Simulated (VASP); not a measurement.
A run of VASP 6.6.1 is set up as follows.

The input INCAR:

```
ALGO = Normal
EDIFF = 1E-6
ENCUT = 520
GGA = PE
ISIF = 2
ISMEAR = 0
ISPIN = 2
LASPH = True
LCHARG = False
LMAXMIX = 4
LORBIT = 11
LREAL = False
LWAVE = False
MAGMOM = 1.99
NBANDS = 14
NELM = 150
PREC = Accurate
SIGMA = 0.1
```

KPOINTS

```
k-points
0
Gamma
  20 20 20
```

POSCAR

```
Co
1.0
   -1.4187116515      1.4187116515      1.4187116515
    1.4187116515     -1.4187116515      1.4187116515
    1.4187116515      1.4187116515     -1.4187116515
Co
1
Direct
    0.0000000000      0.0000000000      0.0000000000
```

Potentials or basis: VASP PAW PBE potentials, release 64 (Co).

Command:

```bash
$ cat potpaw_PBE.64/Co/POTCAR > POTCAR
$ mpirun -np 1 vasp_std > vasp.out
```

Q: Predict the net moment.

A: 1.75 μB per cell.

Q: Estimate the site moments.

A: Co +1.78 μB.
